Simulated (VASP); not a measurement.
# RuRh2 (P4_2/nmc) in VASP: further runs

Runs on RuRh2. Level: PBE. Tasks: single point, relaxation of cell and atoms.

All numbers are computed with VASP 6.6.1; they aren't measurements. Logs are shortened: lines on timing, memory, paths and dates and some standing lists are left out, and cuts for length are marked.

**1. The cell of the first run**

The structure is tetragonal, space group P4_2/nmc (No. 137). Conventional cell: a = 3.856 Å, b = 3.856 Å, c = 5.551 Å, α = 90.00°, β = 90.00°, γ = 90.00°. Within 3.0 Å of Ru (site symmetry -4m2) lie 8 Rh at 2.23 to 2.54 Å. Rh (site symmetry 2mm) has 4 Ru at 2.23 to 2.54 Å and 6 Rh at 2.78 Å within 3.0 Å.

**2. Single point, PBE**

The input, INCAR:

```
SYSTEM = RuRh2
  PREC = Accurate
  ENCUT = 520
  EDIFF = 1E-7
  ISMEAR = 0
  SIGMA = 0.1
  LREAL = .False.
  LASPH = .True.
  NELM = 60
  ALGO = Fast
  ISIF = 2
  LWAVE = .False.
  LCHARG = .False.
  GGA = PE
  NBANDS = 53
```

The input, KPOINTS:

```
Automatic mesh
0
Gamma
  6 6 4
  0 0 0
```

The input, POSCAR:

```
RuRh2
1.0
    3.8558879683      0.0000000000      0.0000000000
    0.0000000000      3.8558879683      0.0000000000
    0.0000000000      0.0000000000      5.5509946921
Ru Rh
2 4
Direct
    0.0000000000      0.0000000000      0.0000000000
    0.5000000000      0.5000000000      0.5000000000
    0.0000000000      0.5000000000      0.2030000000
    0.0000000000      0.5000000000      0.7030000000
    0.5000000000      0.0000000000      0.2970000000
    0.5000000000      0.0000000000      0.7970000000
```

Potentials or basis: VASP PAW PBE potentials, release 64 (Ru_pv, Rh_pv).

On the command line:

```bash
> cat potpaw_PBE.64/Ru_pv/POTCAR potpaw_PBE.64/Rh_pv/POTCAR > POTCAR
> mpirun -np 1 vasp_std > vasp.out
```

OUTCAR:

```text
SYSTEM = RuRh2
   PREC = Accurate
   ENCUT = 520
   EDIFF = 1E-7
   ISMEAR = 0
   LREAL = .False.
   LASPH = .True.
   NELM = 60
   ISIF = 2
   GGA = PE

 ion  position               nearest neighbor table
   1  0.000  0.000  0.000-   3 2.23   6 2.23   3 2.23   6 2.23   5 2.54   4 2.54   5 2.54   4 2.54

   2  0.500  0.500  0.500-   4 2.23   5 2.23   5 2.23   4 2.23   3 2.54   6 2.54   3 2.54   6 2.54

   3  0.000  0.500  0.203-   1 2.23   1 2.23   2 2.54   2 2.54   4 2.78   4 2.78   5 2.78   5 2.78
                             5 2.78   5 2.78
   4  0.000  0.500  0.703-   2 2.23   2 2.23   1 2.54   1 2.54   3 2.78   3 2.78   6 2.78   6 2.78
                             6 2.78   6 2.78
   5  0.500  0.000  0.297-   2 2.23   2 2.23   1 2.54   1 2.54   6 2.78   6 2.78   3 2.78   3 2.78
                             3 2.78   3 2.78
   6  0.500  0.000  0.797-   1 2.23   1 2.23   2 2.54   2 2.54   5 2.78   5 2.78   4 2.78   4 2.78
                             4 2.78   4 2.78

  LATTYP: Found a simple tetragonal cell.
 ALAT       =     3.8558879683
 C/A-ratio  =     1.4396151386

  Lattice vectors:

 A1 = (   3.8558879683,   0.0000000000,   0.0000000000)
 A2 = (   0.0000000000,   3.8558879683,   0.0000000000)
 A3 = (   0.0000000000,   0.0000000000,   5.5509946921)

Analysis of symmetry for initial positions (statically):
=====================================================================
 Subroutine PRICEL returns:
 Original cell was already a primitive cell.

 Routine SETGRP: Setting up the symmetry group for a
 simple tetragonal supercell.

 Subroutine GETGRP returns: Found 16 space group operations
 (whereof  8 operations were pure point group operations)
 out of a pool of 16 trial point group operations.

The static configuration has the point symmetry D_2d.
 The point group associated with its full space group is D_4h.

Analysis of symmetry for dynamics (positions and initial velocities):
=====================================================================
 Subroutine PRICEL returns:
 Original cell was already a primitive cell.

 Routine SETGRP: Setting up the symmetry group for a
 simple tetragonal supercell.

 Subroutine GETGRP returns: Found 16 space group operations
 (whereof  8 operations were pure point group operations)
 out of a pool of 16 trial point group operations.

The dynamic configuration has the point symmetry D_2d.
 The point group associated with its full space group is D_4h.

[... 109 lines left out ...]
   NSW    =      0    number of steps for IOM
   IBRION =     -1    ionic relax: 0-MD 1-quasi-New 2-CG
   NFREE  =      0    steps in history (QN), initial steepest desc. (CG)
   ISIF   =      2    stress and relaxation
   ISYM   =      2    0-nonsym 1-usesym 2-fastsym
   POTIM  = 0.5000    time-step for ionic-motion
   TEBEG  =    0.0;   TEEND  =   0.0 temperature during run
   PSTRESS=    0.0 pullay stress
   NELECT =      88.0000    total number of electrons
   NUPDOWN=      -1.0000    fix difference up-down
   EMIN   =  10.00;   EMAX   =-10.00  energy-range for DOS
   EFERMI =   0.00;   METHOD = LEGACY
   ISMEAR =     0;   SIGMA  =   0.10  broadening in eV -4-tet -1-fermi 0-gaus
   EFERMI_NEDOS =   21; number of points for ismear=-14 and -15
   IALGO  =     68    algorithm
   IMIX   =      4    mixing-type and parameters
     AMIX     =   0.40;   BMIX     =  1.00
     AMIX_MAG =   1.60;   BMIX_MAG =  1.00
  volume/ion in A,a.u.               =      13.76        92.82
  Fermi-wavevector in a.u.,A,eV,Ry     =   1.672486  3.160540 38.058348  2.797210
  Thomas-Fermi vector in A             =   2.757625
   LORBIT       =      0    0 simple, 1 ext, 2 COOP (PROOUT), +10 PAW based schemes
   GGA     = PE    functional components
   LHFCALC =     F    Hartree Fock is set to
   AEXX    =    0.0000 exact exchange contribution
   IVDW    =     0    specifies the selected vdW correction
   LEPSILON=     F    determine dielectric tensor
   LRPA    =     F    only Hartree local field effects (RPA)
 non-spin polarized calculation
 RMM-DIIS sequential band-by-band and
 Gauss-broadening in eV      SIGMA  =   0.10
  energy-cutoff  :      520.00
  volume of cell :       82.53
 maximum number of plane-waves:      2248
 NGX is ok and might be reduce to    30
   NGX = 15   NGY = 15   NGZ = 21

 number of electron      88.0000022 magnetization

 Free energy of the ion-electron system (eV)
  ---------------------------------------------------
  ext. energy  EPLUGINS =         0.00000000
  ---------------------------------------------------
  free energy    TOTEN  =       -39.75331275 eV

  energy without entropy =      -39.72519713  energy(sigma->0) =      -39.73925494

 E-fermi :  12.5281     XC(G=0): -13.7773

 val. band max:       12.5101805520   @ k =   0.3333   0.3333   0.5000
 cond. band min:      12.5550512130   @ k =   0.0000   0.0000   0.5000
 fundamental gap:      0.0448706609
 Fermi energy:        12.5280505468

 k-point     1 :       0.0000    0.0000    0.0000
  band No.  band energies     occupation
      1     -35.1559      2.00000
      2     -35.1559      2.00000
      3     -34.8784      2.00000
      4     -34.8784      2.00000
      5     -34.6403      2.00000
      6     -34.6115      2.00000
[... 1333 lines left out ...]
     52      14.9608      0.00000
     53      22.6111      0.00000

 [... further k-points ...]

------------------------ aborting loop because EDIFF is reached ----------------------------------------

  FORCE on cell =-STRESS in cart. coord.  units (eV):
  Direction    XX          YY          ZZ          XY          YZ          ZX
  --------------------------------------------------------------------------------------
  -------------------------------------------------------------------------------------
  Total       36.9525720     36.9525720     33.4816335      0.0000000      0.0000000      0.0000000
  in kB      717.3574752    717.3574752    649.9764085      0.0000000      0.0000000      0.0000000
  external PRESSURE =     694.8971197 kB  Pullay stress =       0.0000000 kB

 VOLUME and BASIS-vectors are now :
 -----------------------------------------------------------------------------
  energy-cutoff  :      520.00
  volume of cell :       82.53
      direct lattice vectors                 reciprocal lattice vectors
     3.855887968  0.000000000  0.000000000     0.259343635  0.000000000  0.000000000
     0.000000000  3.855887968  0.000000000     0.000000000  0.259343635  0.000000000
     0.000000000  0.000000000  5.550994692     0.000000000  0.000000000  0.180147893

 POSITION                                       TOTAL-FORCE (eV/Angst)
 -----------------------------------------------------------------------------------
      0.00000      0.00000      0.00000        -0.000000      0.000000      0.000000
      1.92794      1.92794      2.77550         0.000000     -0.000000      0.000000
      0.00000      1.92794      1.12685         0.000000     -0.000000      2.445665
      0.00000      1.92794      3.90235         0.000000      0.000000      2.445665
      1.92794      0.00000      1.64865         0.000000      0.000000     -2.445665
      1.92794      0.00000      4.42414         0.000000      0.000000     -2.445665
 -----------------------------------------------------------------------------------
    total drift:                                0.000000     -0.000000      0.000000

  FREE ENERGIE OF THE ION-ELECTRON SYSTEM (eV)
  ---------------------------------------------------
  free  energy   TOTEN  =       -39.7533127546 eV

  energy  without entropy=      -39.7251971320  energy(sigma->0) =      -39.73925494
```

OSZICAR:

```text
N       E                     dE             d eps       ncg     rms          rms(c)
DAV:   1     0.121599659998E+04    0.12160E+04   -0.53803E+04  3180   0.191E+03
DAV:   2     0.657901184439E+01   -0.12094E+04   -0.11787E+04  3323   0.610E+02
DAV:   3    -0.408650130501E+02   -0.47444E+02   -0.45516E+02  3489   0.127E+02
[... 12 lines left out ...]
RMM:  16    -0.397533135393E+02   -0.44381E-06   -0.17297E-06  3963   0.719E-03    0.100E-02
RMM:  17    -0.397533134231E+02    0.11624E-06   -0.33884E-07  2449   0.391E-03    0.793E-03
RMM:  18    -0.397533129169E+02    0.50616E-06   -0.16896E-07  1896   0.255E-03    0.423E-03
RMM:  19    -0.397533127937E+02    0.12318E-06   -0.54341E-08  1778   0.130E-03    0.439E-03
RMM:  20    -0.397533127546E+02    0.39136E-07   -0.25785E-08  1746   0.872E-04
   1 F= -.39753313E+02 E0= -.39739255E+02  d E =-.281156E-01
```

Run time: 1.7 min. Hardware: 1 thread of AMD EPYC 9R45 (Zen 5), shared host; peak memory 0.22 GiB.

What came out:

* Free energy: -39.7533 eV
* Pressure: 69.5 GPa
* Largest force: 2.446 eV/Å
* Band gap on the k mesh: zero (bands 44 and 45 overlap by 0.78 eV)

Forces on the atoms (eV/Å):
```
Ru   0.000  0.000  0.000
Ru   0.000  0.000  0.000
Rh   0.000  0.000  2.446
Rh   0.000  0.000  2.446
Rh   0.000  0.000 -2.446
Rh   0.000  0.000 -2.446
```

Caveat: the cell stands under pressure; forces of over 1 eV/Å act on the atoms, so gaps and moduli don't describe the material at rest.

**3. Relaxation of cell and atoms, PBE**

The input, INCAR:

```
ALGO = Fast ; EDIFF = 1E-6
EDIFFG = -0.04 ; ENCUT = 600
GGA = PE ; IBRION = 2
ISIF = 3 ; ISMEAR = 0
LASPH = True ; LCHARG = False
LREAL = False ; LWAVE = False
NELM = 80 ; NSW = 90
PREC = Accurate ; SIGMA = 0.1
```

The input, KPOINTS:

```
k-points
0
Gamma
  4 4 4
```

POSCAR is that of step 2.

Potentials or basis: VASP PAW PBE potentials, release 64 (Ru_pv, Rh_pv).

On the command line:

```bash
> cat potpaw_PBE.64/Ru_pv/POTCAR potpaw_PBE.64/Rh_pv/POTCAR > POTCAR
> mpirun -np 1 vasp_std > vasp.out
```

Wall time 11 min (1 thread of AMD EPYC 9R45 (Zen 5), shared host); peak memory 0.23 GiB.

Results (log left out):

```
Free energy                           : -43.6304 eV
Relaxed volume                        : 16.68 Å³/atom
Relaxed cell                          : a = 4.205 Å, b = 4.205 Å, c = 5.662 Å, α = 90.00°, β = 90.00°, γ = 90.00°
Space group after relaxing (to 0.1 Å) : I4/mmm (No. 139)
Pressure after relaxing               : -0.1 GPa
Band gap on the k mesh                : zero (bands 44 and 45 overlap by 0.39 eV)
```

Stress tensor (GPa, compression positive):
```
-0.03  0.00  0.00
 0.00 -0.03  0.00
 0.00  0.00 -0.37
```

Final structure:
```cif
data_structure
_symmetry_space_group_name_H-M 'P 1'
_symmetry_Int_Tables_number 1
_cell_length_a 4.2048
_cell_length_b 4.2048
_cell_length_c 5.6618
_cell_angle_alpha 90.000
_cell_angle_beta 90.000
_cell_angle_gamma 90.000
_cell_volume 100.10
loop_
_atom_site_label
_atom_site_type_symbol
_atom_site_fract_x
_atom_site_fract_y
_atom_site_fract_z
_atom_site_occupancy
Ru1 Ru 0.00000 0.00000 0.00000 1
Ru2 Ru 0.50000 0.50000 0.50000 1
Rh1 Rh 0.00000 0.50000 0.24550 1
Rh2 Rh 0.00000 0.50000 0.74550 1
Rh3 Rh 0.50000 0.00000 0.25450 1
Rh4 Rh 0.50000 0.00000 0.75450 1
```

Levels at points of the mesh, in eV from the Fermi level:
```tsv
k point	band 41	band 42	band 43	band 44	band 45	band 46	band 47	band 48
(0.00, 0.00, 0.00)	-0.01	0.02	0.02	0.06	0.12	0.24	0.35	0.92
(0.50, 0.00, 0.00)	-1.37	-1.37	-0.09	-0.09	0.04	0.04	0.56	0.56
(0.50, 0.50, 0.00)	-0.31	-0.31	0.26	0.26	0.95	0.95	1.18	1.18
(0.00, 0.00, 0.50)	-0.67	-0.67	-0.53	-0.53	-0.06	-0.06	0.21	0.21
(0.50, 0.00, 0.50)	-1.08	-1.08	-0.17	-0.17	-0.03	-0.03	0.52	0.52
(0.50, 0.50, 0.50)	-0.71	-0.71	0.27	0.27	0.27	0.27	1.45	1.45
```

Caveat: the k points lie up to 0.37 Å⁻¹ apart in the final cell; the volume moved by over 15 % at a fixed basis, so the end points are rough.
